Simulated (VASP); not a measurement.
# HfTi4Si (P4/mmm) in VASP: single point with PBE

Aim: the single point of HfTi4Si with PBE.

All numbers are computed with VASP 6.6.1; they aren't measurements. Logs are shortened: lines on timing, memory, paths and dates and some standing lists are left out, and cuts for length are marked.

## Step 1: The cell of the first run

It takes space group P4/mmm (No. 123, tetragonal). The conventional cell has a = 6.227 Å, b = 6.227 Å, c = 2.997 Å, α = 90.00°, β = 90.00°, γ = 90.00°. Within 3.9 Å of Hf (site symmetry 4/mmm) lie 2 Hf at 3.00 Å and 8 Ti at 3.30 Å. Ti (site symmetry m2m) has 3 Ti at 2.20 to 2.85 Å and 2 Si at 2.51 Å within 2.9 Å. Si (site symmetry 4/mmm) has 8 Ti at 2.51 Å and 2 Si at 3.00 Å within 3.3 Å.

## Step 2: Single point, PBE, collinear spin, ferromagnetic start

INCAR

```
PREC     = Accurate       # precision mode
ENCUT    = 520            # plane-wave cutoff, eV
EDIFF    = 1E-7           # SCF threshold, eV
ISMEAR   = 0              # smearing method
SIGMA    = 0.1            # smearing width, eV
LREAL    = F              # projectors in reciprocal space
LASPH    = T              # aspherical terms in the spheres
NELM     = 150            # most SCF steps
ALGO     = Normal         # electronic algorithm
ISIF     = 2              # what is computed and relaxed
LWAVE    = F              # write WAVECAR
LCHARG   = F              # write CHGCAR
ISPIN    = 2              # spin polarisation
MAGMOM   = 0 1 1 1 1 0    # initial moments
LORBIT   = 11             # projections on sites
LMAXMIX  = 4              # l up to which the mixer works
GGA      = PE             # functional
NBANDS   = 44             # bands
```

KPOINTS

```
regular mesh
0
Gamma
  4 4 6
```

POSCAR

```
HfTi4Si
1.0
    6.2270071744      0.0000000000      0.0000000000
    0.0000000000      6.2270071744      0.0000000000
    0.0000000000      0.0000000000      2.9973818986
Hf Ti Si
1 4 1
Direct
    0.0000000000      0.0000000000      0.5000000000
    0.1764162690      0.5000000000      0.5000000000
    0.8235837310      0.5000000000      0.5000000000
    0.5000000000      0.1764162690      0.5000000000
    0.5000000000      0.8235837310      0.5000000000
    0.5000000000      0.5000000000      0.0000000000
```

Potentials or basis: VASP PAW PBE potentials, release 64 (Hf_pv, Ti_sv, Si).

Run with:

```sh
$ cat potpaw_PBE.64/Hf_pv/POTCAR potpaw_PBE.64/Ti_sv/POTCAR potpaw_PBE.64/Si/POTCAR > POTCAR
$ mpirun -np 1 vasp_std > vasp.out
```

OUTCAR:

```text
PREC = Accurate
   ENCUT = 520
   EDIFF = 1E-7
   ISMEAR = 0
   LREAL = F
   LASPH = T
   NELM = 150
   ISIF = 2
   ISPIN = 2
   LORBIT = 11
   GGA = PE

 ion  position               nearest neighbor table
   1  0.000  0.000  0.500-   2 3.30   3 3.30   4 3.30   5 3.30   2 3.30   3 3.30   4 3.30   5 3.30

   2  0.176  0.500  0.500-   3 2.20   6 2.51   6 2.51   4 2.85   5 2.85   1 3.30   1 3.30
   3  0.824  0.500  0.500-   2 2.20   6 2.51   6 2.51   4 2.85   5 2.85   1 3.30   1 3.30
   4  0.500  0.176  0.500-   5 2.20   6 2.51   6 2.51   3 2.85   2 2.85   1 3.30   1 3.30
   5  0.500  0.824  0.500-   4 2.20   6 2.51   6 2.51   3 2.85   2 2.85   1 3.30   1 3.30
   6  0.500  0.500  0.000-   2 2.51   3 2.51   4 2.51   5 2.51   2 2.51   3 2.51   4 2.51   5 2.51

  LATTYP: Found a simple tetragonal cell.
 ALAT       =     6.2270071744
 C/A-ratio  =     0.4813519263

  Lattice vectors:

 A1 = (   6.2270071744,   0.0000000000,   0.0000000000)
 A2 = (   0.0000000000,   6.2270071744,   0.0000000000)
 A3 = (   0.0000000000,   0.0000000000,   2.9973818986)

Analysis of symmetry for initial positions (statically):
=====================================================================
 Subroutine PRICEL returns:
 Original cell was already a primitive cell.

 Routine SETGRP: Setting up the symmetry group for a
 simple tetragonal supercell.

 Subroutine GETGRP returns: Found 16 space group operations
 (whereof 16 operations were pure point group operations)
 out of a pool of 16 trial point group operations.

The static configuration has the point symmetry D_4h.

Analysis of symmetry for dynamics (positions and initial velocities):
=====================================================================
 Subroutine PRICEL returns:
 Original cell was already a primitive cell.

 Routine SETGRP: Setting up the symmetry group for a
 simple tetragonal supercell.

 Subroutine GETGRP returns: Found 16 space group operations
 (whereof 16 operations were pure point group operations)
 out of a pool of 16 trial point group operations.

The dynamic configuration has the point symmetry D_4h.

Analysis of structural, dynamic, and magnetic symmetry:
=====================================================================
 Subroutine PRICEL returns:
 Original cell was already a primitive cell.

 Routine SETGRP: Setting up the symmetry group for a
 simple tetragonal supercell.

 Subroutine GETGRP returns: Found 16 space group operations
 (whereof 16 operations were pure point group operations)
 out of a pool of 16 trial point group operations.

The overall configuration has the point symmetry D_4h.

[... 143 lines left out ...]

 number of electron      61.9999999 magnetization       0.4145673

 Free energy of the ion-electron system (eV)
  ---------------------------------------------------
  ext. energy  EPLUGINS =         0.00000000
  ---------------------------------------------------
  free energy    TOTEN  =       -43.70830669 eV

  energy without entropy =      -43.67391416  energy(sigma->0) =      -43.69111043

 E-fermi :   6.6397     XC(G=0): -10.8347

 val. band max:        6.6384240107   @ k =   0.2500   0.0000   0.0000
 cond. band min:       6.6418828556   @ k =   0.5000   0.0000   0.3333
 fundamental gap:      0.0034588448
 Fermi energy:         6.6396577787

 spin component 1

 k-point     1 :       0.0000    0.0000    0.0000
  band No.  band energies     occupation
      1     -50.0506      1.00000
      2     -49.9994      1.00000
      3     -49.6579      1.00000
      4     -49.6579      1.00000
      5     -27.2252      1.00000
      6     -26.9655      1.00000
[... 1093 lines left out ...]
     42       9.5085      0.00000
     43       9.9736      0.00000
 Fermi energy:         6.6396577787

 spin component 2

 k-point     1 :       0.0000    0.0000    0.0000
  band No.  band energies     occupation
      1     -50.0325      1.00000
      2     -49.9813      1.00000
      3     -49.6404      1.00000
      4     -49.6404      1.00000
      5     -27.2025      1.00000
      6     -26.9426      1.00000
[... 1093 lines left out ...]
     42       9.5285      0.00000
     43      10.0003      0.00000
 [bands above 43 left out]

------------------------ aborting loop because EDIFF is reached ----------------------------------------

  FORCE on cell =-STRESS in cart. coord.  units (eV):
  Direction    XX          YY          ZZ          XY          YZ          ZX
  --------------------------------------------------------------------------------------
  -------------------------------------------------------------------------------------
  Total        0.3170984      0.3170984     -0.4035907      0.0000000      0.0000000      0.0000000
  in kB        4.3712311      4.3712311     -5.5635365      0.0000000      0.0000000      0.0000000
  external PRESSURE =       1.0596419 kB  Pullay stress =       0.0000000 kB

 VOLUME and BASIS-vectors are now :
 -----------------------------------------------------------------------------
  energy-cutoff  :      520.00
  volume of cell :      116.23
      direct lattice vectors                 reciprocal lattice vectors
     6.227007174  0.000000000  0.000000000     0.160590790  0.000000000  0.000000000
     0.000000000  6.227007174  0.000000000     0.000000000  0.160590790  0.000000000
     0.000000000  0.000000000  2.997381899     0.000000000  0.000000000  0.333624488

 POSITION                                       TOTAL-FORCE (eV/Angst)
 -----------------------------------------------------------------------------------
      0.00000      0.00000      1.49869        -0.000000      0.000000      0.000000
      1.09855      3.11350      1.49869         0.095284     -0.000000      0.000000
      5.12846      3.11350      1.49869        -0.095284     -0.000000      0.000000
      3.11350      1.09855      1.49869         0.000000      0.095284      0.000000
      3.11350      5.12846      1.49869        -0.000000     -0.095284     -0.000000
      3.11350      3.11350      0.00000        -0.000000      0.000000      0.000000
 -----------------------------------------------------------------------------------
    total drift:                                0.000000     -0.000000     -0.000000

  FREE ENERGIE OF THE ION-ELECTRON SYSTEM (eV)
  ---------------------------------------------------
  free  energy   TOTEN  =       -43.7083066908 eV

  energy  without entropy=      -43.6739141644  energy(sigma->0) =      -43.69111043

 total charge

# of ion       s       p       d       tot
------------------------------------------
    1        0.380   6.244   1.389   8.013
    2        2.212   6.091   2.120  10.423
    3        2.212   6.091   2.120  10.423
    4        2.212   6.091   2.120  10.423
    5        2.212   6.091   2.120  10.423
    6        0.793   1.005   0.000   1.798
--------------------------------------------------
tot         10.020  31.614   9.869  51.503

 magnetization (x)

# of ion       s       p       d       tot
------------------------------------------
    1        0.010   0.023   0.191   0.224
    2        0.001   0.002   0.018   0.021
    3        0.001   0.002   0.018   0.021
    4        0.001   0.002   0.018   0.021
    5        0.001   0.002   0.018   0.021
    6       -0.000   0.001   0.000   0.000
--------------------------------------------------
tot          0.014   0.031   0.263   0.308
```

Run time: 5.6 min. Hardware: 1 thread of Intel Xeon Platinum 8259CL at 2.50GHz (Skylake/Cascade Lake), shared host; peak memory 0.39 GiB.

Results:

* Free energy: -43.7083 eV
* Pressure: 0.1 GPa
* Largest force: 0.095 eV/Å
* Net moment: 0.41 μB per cell
* Site moments: Hf +0.22; Ti +0.02; Si +0.00 μB
* Valence electrons inside the program's atomic spheres: Hf 8.01; Ti 10.42; Si 1.80

Forces on the atoms (eV/Å):
```
Hf   0.000  0.000  0.000
Ti   0.095  0.000  0.000
Ti  -0.095  0.000  0.000
Ti   0.000  0.095  0.000
Ti   0.000 -0.095  0.000
Si   0.000  0.000  0.000
```

Levels at points of the mesh, in eV from the Fermi level:
Spin up:
| k point | band 28 | band 29 | band 30 | band 31 | band 32 | band 33 | band 34 | band 35 |
| --- | --- | --- | --- | --- | --- | --- | --- | --- |
| (0.00, 0.00, 0.00) | -1.17 | -0.80 | -0.58 | -0.21 | 0.28 | 0.28 | 0.53 | 0.66 |
| (0.50, 0.00, 0.00) | -0.80 | -0.63 | -0.56 | -0.53 | -0.31 | -0.19 | 0.52 | 0.60 |
| (0.50, 0.50, 0.00) | -0.87 | -0.71 | -0.56 | -0.56 | -0.28 | 0.11 | 0.53 | 0.53 |
| (0.00, 0.00, 0.50) | -0.64 | -0.62 | -0.62 | -0.38 | 0.42 | 0.84 | 0.94 | 1.48 |
| (0.50, 0.00, 0.50) | -1.20 | -0.46 | -0.16 | 0.09 | 0.15 | 0.48 | 1.11 | 1.14 |
| (0.50, 0.50, 0.50) | -0.89 | -0.89 | -0.28 | -0.22 | 0.30 | 0.30 | 0.50 | 0.80 |
Spin down:
| k point | band 27 | band 28 | band 29 | band 30 | band 31 | band 32 | band 33 | band 34 | band 35 | band 36 |
| --- | --- | --- | --- | --- | --- | --- | --- | --- | --- | --- |
| (0.00, 0.00, 0.00) | -1.14 | -0.92 | -0.76 | -0.57 | -0.16 | 0.31 | 0.31 | 0.57 | 0.70 | 1.11 |
| (0.50, 0.00, 0.00) | -0.77 | -0.68 | -0.61 | -0.51 | -0.50 | -0.25 | -0.18 | 0.53 | 0.63 | 0.83 |
| (0.50, 0.50, 0.00) | -0.84 | -0.84 | -0.52 | -0.52 | -0.32 | -0.25 | 0.13 | 0.54 | 0.54 | 0.77 |
| (0.00, 0.00, 0.50) | -0.62 | -0.62 | -0.54 | -0.54 | -0.37 | 0.47 | 0.89 | 0.97 | 1.52 | 1.52 |
| (0.50, 0.00, 0.50) | -1.40 | -1.14 | -0.44 | -0.12 | 0.13 | 0.20 | 0.58 | 1.14 | 1.20 | 1.45 |
| (0.50, 0.50, 0.50) | -1.34 | -0.86 | -0.86 | -0.22 | -0.17 | 0.35 | 0.35 | 0.56 | 0.81 | 1.41 |

Caveat: spin-orbit coupling is left out, which moves the levels of the heavy elements.
